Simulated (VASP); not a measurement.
# NaF (Pm-3m) in VASP: a series of runs

The runs below take NaF through single point, with PBE, r2SCAN, HSE06.

Everything below comes from runs of VASP 6.6.1. Logs are shortened: lines on timing, memory, paths and dates and some standing lists are left out, and cuts for length are marked.

### 1 The cell of the first run

Symmetry: Pm-3m, No. 221, cubic system. Conventional cell: a = 2.793 Å, b = 2.793 Å, c = 2.793 Å, α = 90.00°, β = 90.00°, γ = 90.00°. Within 3.2 Å of Na (site symmetry m-3m) lie 8 F at 2.42 Å and 6 Na at 2.79 Å. F (site symmetry m-3m) has 8 Na at 2.42 Å and 6 F at 2.79 Å within 3.2 Å.

### 2 Single point, PBE

INCAR reads:

```
ALGO = Normal
EDIFF = 1E-6
ENCUT = 520
GGA = PE
ISIF = 2
ISMEAR = 0
LASPH = T
LCHARG = F
LREAL = F
LWAVE = F
NBANDS = 14
NELM = 100
PREC = Accurate
SIGMA = 0.01
```

KPOINTS reads:

```
k-points
0
Gamma
  6 6 6
```

POSCAR reads:

```
NaF
1.0
    2.7934851911      0.0000000000      0.0000000000
    0.0000000000      2.7934851911      0.0000000000
    0.0000000000      0.0000000000      2.7934851911
Na F
1 1
Direct
    0.0000000000      0.0000000000      0.0000000000
    0.5000000000      0.5000000000      0.5000000000
```

Potentials or basis: VASP PAW PBE potentials, release 64 (Na_pv, F).

On the command line:

```console
$ cat potpaw_PBE.64/Na_pv/POTCAR potpaw_PBE.64/F/POTCAR > POTCAR
$ mpirun -np 1 vasp_std > vasp.out
```

OUTCAR:

```text
EDIFF = 1E-6
   ENCUT = 520
   GGA = PE
   ISIF = 2
   ISMEAR = 0
   LASPH = T
   LREAL = F
   NELM = 100
   PREC = Accurate

 ion  position               nearest neighbor table
   1  0.000  0.000  0.000-
   2  0.500  0.500  0.500-

  LATTYP: Found a simple cubic cell.
 ALAT       =     2.7934851911

  Lattice vectors:

 A1 = (   2.7934851911,   0.0000000000,   0.0000000000)
 A2 = (   0.0000000000,   2.7934851911,   0.0000000000)
 A3 = (   0.0000000000,   0.0000000000,   2.7934851911)

Analysis of symmetry for initial positions (statically):
=====================================================================
 Subroutine PRICEL returns:
 Original cell was already a primitive cell.

 Routine SETGRP: Setting up the symmetry group for a
 simple cubic supercell.

 Subroutine GETGRP returns: Found 48 space group operations
[... 9 lines left out ...]

 Routine SETGRP: Setting up the symmetry group for a
 simple cubic supercell.

 Subroutine GETGRP returns: Found 48 space group operations
[... 11 lines left out ...]
                                     Primitive cell

  volume of cell :      21.7991

  direct lattice vectors                    reciprocal lattice vectors
     2.793485191  0.000000000  0.000000000     0.357975766  0.000000000  0.000000000
     0.000000000  2.793485191  0.000000000     0.000000000  0.357975766  0.000000000
     0.000000000  0.000000000  2.793485191     0.000000000  0.000000000  0.357975766

  length of vectors
     2.793485191  2.793485191  2.793485191     0.357975766  0.357975766  0.357975766

  position of ions in fractional coordinates (direct lattice)
     0.000000000  0.000000000  0.000000000
     0.500000000  0.500000000  0.500000000

  ion indices of the primitive-cell ions
   primitive index   ion index
                 1           1
                 2           2

----------------------------------------------------------------------------------------

 KPOINTS: k-points

Automatic generation of k-mesh.
 Grid dimensions read from file:
 generate k-points for:    6    6    6

 Generating k-lattice:

  Cartesian coordinates                     Fractional coordinates (reciprocal lattice)
     0.059662628  0.000000000  0.000000000     0.166666667  0.000000000  0.000000000
     0.000000000  0.059662628  0.000000000     0.000000000  0.166666667  0.000000000
     0.000000000  0.000000000  0.059662628     0.000000000  0.000000000  0.166666667

  Length of vectors
     0.059662628  0.059662628  0.059662628

  Shift w.r.t. Gamma in fractional coordinates (k-lattice)
     0.000000000  0.000000000  0.000000000

 Subroutine IBZKPT returns following result:
 ===========================================

 Found     20 irreducible k-points:

 Following reciprocal coordinates:
            Coordinates               Weight
  0.000000  0.000000  0.000000      1.000000
  0.166667  0.000000  0.000000      6.000000
  0.333333  0.000000  0.000000      6.000000
  0.500000  0.000000  0.000000      3.000000
  0.166667  0.166667  0.000000     12.000000
  0.333333  0.166667  0.000000     24.000000
[... 12 lines left out ...]
  0.500000  0.500000  0.333333      6.000000
  0.500000  0.500000  0.500000      1.000000
   k-points           NKPTS =     20   k-points in BZ     NKDIM =     20   number of bands    NBANDS=     14
   number of dos      NEDOS =    301   number of ions     NIONS =      2
   total plane-waves  NPLWV =  13824
   dimension x,y,z NGX =    24 NGY =   24 NGZ =   24
   dimension x,y,z NGXF=    48 NGYF=   48 NGZF=   48
   ions per type =               1   1
   NGX,Y,Z   is equivalent  to a cutoff of  14.28, 14.28, 14.28 a.u.
   NGXF,Y,Z  is equivalent  to a cutoff of  28.57, 28.57, 28.57 a.u.
 SYSTEM =  unknown system
   PREC   = accura    normal or accurate (medium, high low for compatibility)
   ISTART =      0    job   : 0-new  1-cont  2-samecut
   ICHARG =      2    charge: 1-file 2-atom 10-const
   ISPIN  =      1    spin polarized calculation?
   LNONCOLLINEAR =      F non collinear calculations
   LSORBIT =      F    spin-orbit coupling
   LASPH  =      T    aspherical Exc in radial PAW
   ENCUT  =  520.0 eV  38.22 Ry    6.18 a.u.   5.19  5.19  5.19*2*pi/ulx,y,z
   NELM   =    100;   NELMIN=  2; NELMDL= -5     # of ELM steps
   EDIFF  = 0.1E-05   stopping-criterion for ELM
   LREAL  =      F    real-space projection
   EDIFFG = 0.1E-04   stopping-criterion for IOM
   NSW    =      0    number of steps for IOM
   IBRION =     -1    ionic relax: 0-MD 1-quasi-New 2-CG
   NFREE  =      0    steps in history (QN), initial steepest desc. (CG)
   ISIF   =      2    stress and relaxation
   ISYM   =      2    0-nonsym 1-usesym 2-fastsym
   POTIM  = 0.5000    time-step for ionic-motion
   TEBEG  =    0.0;   TEEND  =   0.0 temperature during run
   PSTRESS=    0.0 pullay stress
   NELECT =      14.0000    total number of electrons
   NUPDOWN=      -1.0000    fix difference up-down
   EMIN   =  10.00;   EMAX   =-10.00  energy-range for DOS
   EFERMI =   0.00;   METHOD = LEGACY
   ISMEAR =     0;   SIGMA  =   0.01  broadening in eV -4-tet -1-fermi 0-gaus
   EFERMI_NEDOS =   21; number of points for ismear=-14 and -15
   IALGO  =     38    algorithm
   IMIX   =      4    mixing-type and parameters
     AMIX     =   0.40;   BMIX     =  1.00
     AMIX_MAG =   1.60;   BMIX_MAG =  1.00
  volume/ion in A,a.u.               =      10.90        73.55
  Fermi-wavevector in a.u.,A,eV,Ry     =   1.412444  2.669132 27.143584  1.994997
  Thomas-Fermi vector in A             =   2.534192
   LORBIT       =      0    0 simple, 1 ext, 2 COOP (PROOUT), +10 PAW based schemes
   GGA     = PE    functional components
   LHFCALC =     F    Hartree Fock is set to
   AEXX    =    0.0000 exact exchange contribution
   IVDW    =     0    specifies the selected vdW correction
   LEPSILON=     F    determine dielectric tensor
   LRPA    =     F    only Hartree local field effects (RPA)
 non-spin polarized calculation
 Gauss-broadening in eV      SIGMA  =   0.01
  energy-cutoff  :      520.00
  volume of cell :       21.80
 maximum number of plane-waves:       624
 NGX is ok and might be reduce to    24
   NGX = 11   NGY = 11   NGZ = 11

 number of electron      14.0000006 magnetization

 Free energy of the ion-electron system (eV)
  ---------------------------------------------------
  ext. energy  EPLUGINS =         0.00000000
  ---------------------------------------------------
  free energy    TOTEN  =        -8.23025117 eV

  energy without entropy =       -8.23025117  energy(sigma->0) =       -8.23025117

 E-fermi :  -0.4751     XC(G=0):  -9.9292

 val. band max:       -0.6121438088   @ k =   0.5000   0.5000   0.0000
 cond. band min:       5.4991431413   @ k =   0.0000   0.0000   0.0000
 fundamental gap:      6.1112869501
 Fermi energy:        -0.4751328959

 k-point     1 :       0.0000    0.0000    0.0000
  band No.  band energies     occupation
      1     -20.6505      2.00000
      2     -20.6505      2.00000
      3     -20.6505      2.00000
      4     -20.5072      2.00000
      5      -0.9506      2.00000
      6      -0.9506      2.00000
      7      -0.9506      2.00000
      8       5.4991      0.00000
      9      15.1638      0.00000
     10      15.1638      0.00000
     11      23.4084      0.00000
     12      23.4084      0.00000
     13      23.4084      0.00000
     14      30.6845      0.00000

 k-point     2 :       0.1667    0.0000    0.0000
  band No.  band energies     occupation
      1     -20.9957      2.00000
      2     -20.6429      2.00000
      3     -20.6429      2.00000
      4     -20.1422      2.00000
      5      -1.6507      2.00000
      6      -0.9193      2.00000
      7      -0.9193      2.00000
      8       6.3891      0.00000
      9      14.7183      0.00000
     10      15.6914      0.00000
     11      23.3145      0.00000
     12      23.3145      0.00000
     13      24.2519      0.00000
     14      28.4934      0.00000

 k-point     3 :       0.3333    0.0000    0.0000
  band No.  band energies     occupation
      1     -21.2996      2.00000
      2     -20.6276      2.00000
      3     -20.6276      2.00000
      4     -19.7925      2.00000
      5      -2.7857      2.00000
      6      -0.8559      2.00000
      7      -0.8559      2.00000
      8       8.3425      0.00000
      9      13.1426      0.00000
     10      17.2623      0.00000
     11      23.1029      0.00000
     12      23.1029      0.00000
     13      23.7618      0.00000
     14      26.3329      0.00000

 k-point     4 :       0.5000    0.0000    0.0000
  band No.  band energies     occupation
      1     -21.4147      2.00000
      2     -20.6200      2.00000
      3     -20.6200      2.00000
      4     -19.6506      2.00000
      5      -3.2758      2.00000
      6      -0.8237      2.00000
      7      -0.8237      2.00000
      8      10.2611      0.00000
      9      11.2760      0.00000
     10      19.3681      0.00000
     11      20.5982      0.00000
     12      22.9773      0.00000
     13      22.9773      0.00000
     14      25.5840      0.00000

 k-point     5 :       0.1667    0.1667    0.0000
  band No.  band energies     occupation
      1     -21.0527      2.00000
      2     -20.7109      2.00000
      3     -20.6357      2.00000
      4     -20.0006      2.00000
      5      -1.7257      2.00000
      6      -1.3883      2.00000
      7      -0.8830      2.00000
      8       7.1632      0.00000
      9      14.9579      0.00000
     10      15.4014      0.00000
     11      22.5634      0.00000
[... 208 lines left out ...]
 k-point    18 :       0.5000    0.3333    0.3333
  band No.  band energies     occupation
      1     -20.9028      2.00000
      2     -20.7966      2.00000
      3     -20.7833      2.00000
      4     -19.8042      2.00000
      5      -2.4296      2.00000
      6      -1.9718      2.00000
      7      -1.9357      2.00000
      8      12.5933      0.00000
      9      13.8223      0.00000
     10      14.5190      0.00000
     11      18.5894      0.00000
     12      18.9253      0.00000
     13      19.6627      0.00000
     14      25.4661      0.00000

 k-point    19 :       0.5000    0.5000    0.3333
  band No.  band energies     occupation
      1     -20.8516      2.00000
      2     -20.8516      2.00000
      3     -20.7779      2.00000
      4     -19.7856      2.00000
      5      -2.3336      2.00000
      6      -2.3336      2.00000
      7      -1.8942      2.00000
      8      13.0660      0.00000
      9      14.0840      0.00000
     10      14.0840      0.00000
     11      17.8167      0.00000
     12      19.4370      0.00000
     13      19.4370      0.00000
     14      24.1273      0.00000

 k-point    20 :       0.5000    0.5000    0.5000
  band No.  band energies     occupation
      1     -20.8377      2.00000
      2     -20.8377      2.00000
      3     -20.8377      2.00000
      4     -19.7243      2.00000
      5      -2.2748      2.00000
      6      -2.2748      2.00000
      7      -2.2748      2.00000
      8      13.8213      0.00000
      9      13.8213      0.00000
     10      13.8213      0.00000
     11      18.8363      0.00000
     12      18.8363      0.00000
     13      18.8363      0.00000
     14      22.7289      0.00000

------------------------ aborting loop because EDIFF is reached ----------------------------------------

  FORCE on cell =-STRESS in cart. coord.  units (eV):
  Direction    XX          YY          ZZ          XY          YZ          ZX
  --------------------------------------------------------------------------------------
  -------------------------------------------------------------------------------------
  Total        0.5732842      0.5732842      0.5732842      0.0000000     -0.0000000      0.0000000
  in kB       42.1348497     42.1348497     42.1348497      0.0000000     -0.0000000      0.0000000
  external PRESSURE =      42.1348497 kB  Pullay stress =       0.0000000 kB

 VOLUME and BASIS-vectors are now :
 -----------------------------------------------------------------------------
  energy-cutoff  :      520.00
  volume of cell :       21.80
      direct lattice vectors                 reciprocal lattice vectors
     2.793485191  0.000000000  0.000000000     0.357975766  0.000000000  0.000000000
     0.000000000  2.793485191  0.000000000     0.000000000  0.357975766  0.000000000
     0.000000000  0.000000000  2.793485191     0.000000000  0.000000000  0.357975766

 POSITION                                       TOTAL-FORCE (eV/Angst)
 -----------------------------------------------------------------------------------
      0.00000      0.00000      0.00000         0.000000      0.000000      0.000000
      1.39674      1.39674      1.39674         0.000000      0.000000      0.000000
 -----------------------------------------------------------------------------------
    total drift:                                0.000000      0.000000     -0.000000

  FREE ENERGIE OF THE ION-ELECTRON SYSTEM (eV)
  ---------------------------------------------------
  free  energy   TOTEN  =        -8.2302511721 eV

  energy  without entropy=       -8.2302511721  energy(sigma->0) =       -8.23025117
```

It took 4.8 s on 1 thread of Intel Xeon Platinum 8488C (Sapphire Rapids), shared host; peak memory 0.13 GiB.

Results:

* Free energy: -8.2303 eV
* Pressure: 4.2 GPa
* Band gap on the k mesh: 6.11 eV, indirect (least direct gap 6.45 eV)

A k mesh can miss the band edges.

### 3 Single point, r2SCAN

POSCAR is that of step 2.

INCAR.step1 reads:

```
SYSTEM = NaF
PREC     = Accurate       ! precision mode
ENCUT    = 520            ! plane-wave cutoff, eV
ISMEAR   = 0              ! smearing method
SIGMA    = 0.01           ! smearing width, eV
LREAL    = .FALSE.        ! projectors in reciprocal space
LASPH    = .TRUE.         ! aspherical terms in the spheres
NELM     = 60             ! most SCF steps
NBANDS   = 14             ! bands
GGA      = PE             ! functional
ALGO     = Normal         ! electronic algorithm
EDIFF    = 1E-4           ! SCF threshold, eV
LWAVE    = .TRUE.         ! write WAVECAR
LCHARG   = .FALSE.        ! write CHGCAR
```

INCAR.step2 reads:

```
SYSTEM = NaF
PREC     = Accurate       ! precision mode
ENCUT    = 520            ! plane-wave cutoff, eV
EDIFF    = 1E-6           ! SCF threshold, eV
ISMEAR   = 0              ! smearing method
SIGMA    = 0.01           ! smearing width, eV
LREAL    = .FALSE.        ! projectors in reciprocal space
LASPH    = .TRUE.         ! aspherical terms in the spheres
NELM     = 60             ! most SCF steps
ALGO     = Normal         ! electronic algorithm
ISIF     = 2              ! what is computed and relaxed
LWAVE    = .FALSE.        ! write WAVECAR
LCHARG   = .FALSE.        ! write CHGCAR
METAGGA  = R2SCAN         ! meta-GGA
LMIXTAU  = .TRUE.       
NBANDS   = 14             ! bands
ISTART   = 1
```

KPOINTS reads:

```
Automatic mesh
0
G
  4 4 4
  0 0 0
```

Potentials or basis: VASP PAW PBE potentials, release 64 (Na_pv, F).

On the command line:

```console
$ cat potpaw_PBE.64/Na_pv/POTCAR potpaw_PBE.64/F/POTCAR > POTCAR
$ cp INCAR.step1 INCAR
$ mpirun -np 1 vasp_std > vasp.out
$ cp INCAR.step2 INCAR
$ mpirun -np 1 vasp_std > vasp.out
```

It took 15 s on 1 thread of Intel Xeon Platinum 8488C (Sapphire Rapids), shared host; peak memory 0.13 GiB.

It converged, with:

| Quantity | Value |
| --- | --- |
| Free energy | -12.3121 eV |
| Pressure | -0.9 GPa |
| Band gap on the k mesh | 7.11 eV, indirect (least direct gap 7.45 eV) |

Levels at points of the mesh, in eV from the valence-band top:
```
           k point  band 5  band 6  band 7  band 8  band 9  band 10
(0.00, 0.00, 0.00)   -0.34   -0.34   -0.34    7.11   16.47    16.47
(0.50, 0.00, 0.00)   -2.63   -0.22   -0.22   11.90   12.98    20.48
(0.50, 0.50, 0.00)   -1.89   -1.89    0.00   13.01   16.48    16.48
(0.50, 0.50, 0.50)   -1.69   -1.69   -1.69   15.51   15.51    15.51
```

Caveat: the k points lie up to 0.56 Å⁻¹ apart; the PAW data sets were made with another functional, which shifts forces and pressure a little. r2SCAN opens gaps a little over a GGA but as a rule still falls short of measured ones.

### 4 Single point, HSE06

POSCAR is that of step 3.

INCAR.step1 reads:

```
ALGO = Normal
EDIFF = 1E-5
ENCUT = 520
GGA = PE
ISIF = 2
ISMEAR = 0
LASPH = T
LCHARG = F
LREAL = F
LWAVE = T
NBANDS = 14
NELM = 60
PREC = Accurate
SIGMA = 0.01
```

INCAR.step2 reads:

```
ALGO = Normal
EDIFF = 1E-6
ENCUT = 520
GGA = PE
HFSCREEN = 0.2079
ISIF = 2
ISMEAR = 0
ISTART = 1
LASPH = T
LCHARG = F
LHFCALC = T
LREAL = F
LWAVE = F
NBANDS = 14
NELM = 60
PREC = Accurate
PRECFOCK = Normal
SIGMA = 0.01
```

KPOINTS reads:

```
k-points
0
Gamma
  4 4 4
```

On the command line:

```console
$ cat potpaw_PBE.64/Na_pv/POTCAR potpaw_PBE.64/F/POTCAR > POTCAR
$ cp INCAR.step1 INCAR
$ mpirun -np 1 vasp_std > vasp.out
$ cp INCAR.step2 INCAR
$ mpirun -np 1 vasp_std > vasp.out
```

Wall time 73 s (1 thread of Intel Xeon Platinum 8488C (Sapphire Rapids), shared host); peak memory 0.22 GiB.

It converged, with:

* Free energy: -9.9887 eV
* Pressure: 1.9 GPa
* Band gap on the k mesh: 8.30 eV, indirect (least direct gap 8.65 eV)

Levels at points of the mesh, in eV from the valence-band top:
```
           k point  band 3  band 4  band 5  band 6  band 7  band 8  band 9  band 10  band 11  band 12
(0.00, 0.00, 0.00)  -21.51  -21.49   -0.35   -0.35   -0.35    8.30   18.09    18.09    26.77    26.77
(0.50, 0.00, 0.00)  -21.48  -20.57   -2.75   -0.22   -0.22   13.18   14.30    22.39    23.60    26.14
(0.50, 0.50, 0.00)  -21.46  -20.93   -1.99   -1.99    0.00   14.25   17.82    17.82    18.09    26.35
(0.50, 0.50, 0.50)  -21.70  -20.68   -1.75   -1.75   -1.75   16.74   16.74    16.74    22.17    22.17
```

Caveat: the k points lie up to 0.56 Å⁻¹ apart; the PAW data sets were made with another functional, which shifts forces and pressure a little.

### 5 Overview

| level | k mesh | grid for exact exchange (PRECFOCK) | screening parameter | gap on the mesh (eV) | pressure (GPa) |
| --- | --- | --- | --- | --- | --- |
| PBE | 6 × 6 × 6 | - | - | 6.11 | 4.2 |
| r2SCAN | 4 × 4 × 4 | - | - | 7.11 | -0.9 |
| HSE06 | 4 × 4 × 4 | Normal | 0.2079 1/Å | 8.30 | 1.9 |

Alike in all rows: task single point; potentials or basis VASP PAW PBE potentials, release 64 (Na_pv, F); no spin polarisation; cell as given; cutoff (eV) 520; smearing gaussian 0.01 eV.

Caveats: some runs use coarse meshes; the PAW data sets were made with another functional, which shifts forces and pressure a little (some runs).

Absolute energies hang on the potentials; compare differences alone.
